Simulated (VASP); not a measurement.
Runs of VASP 6.6.1 on Au. The structure is that of space group Im-3m (No. 229), or close to it. The cells are those of the table. 

```tsv
task	cell	k mesh	cutoff (eV)	smearing	gap on the mesh (eV)	pressure (GPa)
single point	a = 2.771 Å, angles 109.5°, 1 atom	18 × 18 × 18	520	gaussian 0.1 eV	none	17.1
single point	a = 2.842 Å, angles 109.5°, 1 atom	20 × 20 × 20	520	fermi-dirac 0.15 eV	none	(a)
single point	a = 2.887 Å, angles 109.5°, 1 atom	18 × 18 × 18	520	gaussian 0.1 eV	none	-3.8
relaxation of cell and atoms	relaxed to 4 GPa from a = 2.833 Å, angles 109.5°, 1 atom	18 × 18 × 18	600	gaussian 0.1 eV	none	3.9
single point	a = 2.834 Å, angles 109.5°, 1 atom	18 × 18 × 18	520	gaussian 0.1 eV	none	3.8
single point	a = 2.601 Å, angles 109.5°, 1 atom	20 × 20 × 20	520	gaussian 0.1 eV	none	89.5
single point	a = 2.830 Å, angles 109.5°, 1 atom	18 × 18 × 18	520	gaussian 0.1 eV	none	(b)
relaxation of cell and atoms	relaxed from a = 2.859 Å, angles 109.5°, 1 atom	20 × 20 × 20	600	fermi-dirac 0.15 eV	none	0.0
```

Alike in all rows: level PBE; potentials or basis VASP PAW PBE potentials, release 64 (Au); no spin polarisation.

Q: Estimate the missing entries.

A: (a) 2.7; (b) 4.5.

Caveats: spin-orbit coupling is left out, which moves the levels of the heavy elements; the relaxation stopped at its first step, so nothing moved (some runs); the cell is relaxed towards a set pressure, so the enthalpy falls and the energy may rise (some runs).

A k mesh can miss the band edges, and the runs leave out spin-orbit coupling on Au.

A gap of «none» marks levels without a gap at the run's occupations.
